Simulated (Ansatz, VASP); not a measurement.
One calculation of ZnO, two programs

```xyz
4
Lattice="3.2708 0.0000 0.0000 -1.6354 2.8326 0.0000 0.0000 0.0000 5.2402" Properties=species:S:1:pos:R:3 pbc="T T T"
Zn    0.0000    1.8884    2.6153
Zn    1.6354    0.9442   -0.0048
O     1.6354    0.9442    1.9909
O     0.0000    1.8884    4.6110
```

Alike in both runs: functional PBEsol; k mesh 8 × 8 × 4; occupations fermi-dirac, width 0.02 eV; no spin polarisation.

Ansatz relaxed the structure, and its values are those at the end. VASP's run is a single point on that final structure, the one shown.

```csv
,VASP,Ansatz
version,VASP 6.6.1,Ansatz 0.2.0
potentials or method,"VASP PAW PBE potentials, release 64 (Zn, O)","plane-wave PAW, scalar-relativistic"
plane-wave cutoff (eV),600,420
valence electrons in the cell,36,36
```

Ansatz gave:

```
pressure (GPa) : -4.1
```

**Question.** What did VASP give for the same quantities?

**Answer.** Pressure (GPa): -3.4.

VASP's potentials were made for PBE, not for PBEsol. Ansatz's warnings: stress scf threshold loose.
